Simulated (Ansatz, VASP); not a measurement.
HPt6: VASP beside Ansatz

The input INCAR:

```
ALGO = Normal ; DIPOL = 0.5 0.5 0.307
EDIFF = 1E-7 ; ENCUT = 520
GGA = PE ; IDIPOL = 3
ISIF = 2 ; ISMEAR = 0
LASPH = True ; LCHARG = False
LDIPOL = True ; LREAL = False
LWAVE = False ; NBANDS = 74
NELM = 100 ; PREC = Accurate
SIGMA = 0.1
```

KPOINTS

```
k-points
0
Gamma
  5 5 1
```

File POSCAR:

```
HPt6
1.0
    5.6143281343      0.0000000000      0.0000000000
    0.0000000000      5.6143281343      0.0000000000
    0.0000000000      0.0000000000     21.8513792319
Pt H
12 2
Direct
    0.2500000000      0.2500000000      0.1830548066
    0.2500000000      0.7500000000      0.1830548066
    0.7500000000      0.2500000000      0.1830548066
    0.7500000000      0.7500000000      0.1830548066
    0.0000000000      0.0000000000      0.2712126041
    0.0000000000      0.5000000000      0.2712126041
    0.5000000000      0.0000000000      0.2712126041
    0.5000000000      0.5000000000      0.2712126041
    0.2500000000      0.2500000000      0.3593081768
    0.2500000000      0.7500000000      0.3593081768
    0.7500000000      0.2500000000      0.3593081768
    0.7500000000      0.7500000000      0.3593081768
   -0.0818441653      0.0000000000      0.5240575028
    0.0818441653      0.0000000000      0.5240575028
```

Input for Ansatz:

```yaml
crystal:
  lattice:
    - [5.6143281343, 0.0, 0.0]
    - [0.0, 5.6143281343, 0.0]
    - [0.0, 0.0, 21.8513792319]
  atoms:
    - { symbol: Pt, position: [0.25, 0.25, 0.1830548066] }
    - { symbol: Pt, position: [0.25, 0.75, 0.1830548066] }
    - { symbol: Pt, position: [0.75, 0.25, 0.1830548066] }
    - { symbol: Pt, position: [0.75, 0.75, 0.1830548066] }
    - { symbol: Pt, position: [0.0, 0.0, 0.2712126041] }
    - { symbol: Pt, position: [0.0, 0.5, 0.2712126041] }
    - { symbol: Pt, position: [0.5, 0.0, 0.2712126041] }
    - { symbol: Pt, position: [0.5, 0.5, 0.2712126041] }
    - { symbol: Pt, position: [0.25, 0.25, 0.3593081768] }
    - { symbol: Pt, position: [0.25, 0.75, 0.3593081768] }
    - { symbol: Pt, position: [0.75, 0.25, 0.3593081768] }
    - { symbol: Pt, position: [0.75, 0.75, 0.3593081768] }
    - { symbol: H, position: [-0.0818441653, 0.0, 0.5240575028] }
    - { symbol: H, position: [0.0818441653, 0.0, 0.5240575028] }
basis:
  ecutwfc: 420
kpoints:
  mp_grid: { grid: [5, 5, 1] }
hamiltonian:
  xc: pbe
  pseudopotentials: { kind: paw, azcp: { folder: soft_1 } }
scf:
  occupations: { method: gaussian, width: 0.1 }
output:
  forces: true
  eigenvalues: true
efield:
  axis: 3
  dipole_correction: true
  ramp_width: 0.04
```

Alike in both runs: task single point; functional PBE; k mesh 5 × 5 × 1; occupations gaussian, width 0.1 eV; no spin polarisation.

```csv
,VASP,Ansatz
version,VASP 6.6.1,Ansatz 0.2.0
potentials or method,"VASP PAW PBE potentials, release 64 (Pt, H), cutoff 520 eV","scalar-relativistic, plane waves, PAW"
valence electrons in the cell,122,218
```

```csv
,VASP,Ansatz,Ansatz less VASP
gap on the k mesh at the Fermi level (eV),none,none,-
rms of the force components (eV/Å),0.768,0.768,0.0000
```

Atom by atom the forces differ by 0.008 eV/Å (rms over components). A gap of «none» marks a metal or a gap that the smearing closes. VASP's potentials hold 122 valence electrons a cell and Ansatz's 218, so a difference there can come from the potentials and not from the codes.

Neither program's run includes spin-orbit coupling.
